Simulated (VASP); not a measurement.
A run of VASP 6.6.1 is set up as follows.

File INCAR:

```
SYSTEM = GaH6
  ALGO = Normal
  EDIFF = 1E-6
  EDIFFG = -0.01
  ENCUT = 600
  GGA = PE
  IBRION = 2
  ISIF = 3
  ISMEAR = 0
  LASPH = .True.
  LCHARG = .False.
  LREAL = .False.
  LWAVE = .False.
  NELM = 80
  NSW = 100
  PREC = Accurate
  SIGMA = 0.1
```

KPOINTS

```
k-points
0
Gamma
  8 8 8
  0 0 0
```

Contents of POSCAR:

```
GaH6
1.0
    4.7911923380      0.0000000000      0.0000000000
    0.0000000000      4.7911923380      0.0000000000
    0.0000000000      0.0000000000      4.7911923380
Ga H
1 6
Direct
    0.0000000000      0.0000000000      0.0000000000
    0.5000000000      0.5000000000      0.0785177089
    0.5000000000      0.5000000000      0.9214822911
    0.0785177089      0.5000000000      0.5000000000
    0.9214822911      0.5000000000      0.5000000000
    0.5000000000      0.0785177089      0.5000000000
    0.5000000000      0.9214822911      0.5000000000
```

Potentials or basis: VASP PAW PBE potentials, release 64 (Ga_d, H).

Command:

```sh
$ cat potpaw_PBE.64/Ga_d/POTCAR potpaw_PBE.64/H/POTCAR > POTCAR
$ mpirun -np 1 vasp_std > vasp.out
```

Question: Estimate the space group after relaxing (to 0.05 Å).

Answer: Pm-3m (No. 221).

Question: Predict the relaxed volume.

Answer: 15.71 Å³/atom.

Question: Estimate the relaxed cell.

Answer: a = 4.791 Å, b = 4.791 Å, c = 4.791 Å, α = 90.00°, β = 90.00°, γ = 90.00°.

Final structure:
```xyz
7
Lattice="4.7909 0.0000 0.0000 0.0000 4.7909 0.0000 0.0000 0.0000 4.7909" Properties=species:S:1:pos:R:3 pbc="T T T"
Ga    4.7909    0.0000    0.0000
H     2.3954    2.3954    0.3757
H     2.3954    2.3954    4.4151
H     0.3757    2.3954    2.3954
H     4.4151    2.3954    2.3954
H     2.3954    0.3757    2.3954
H     2.3954    4.4151    2.3954
```
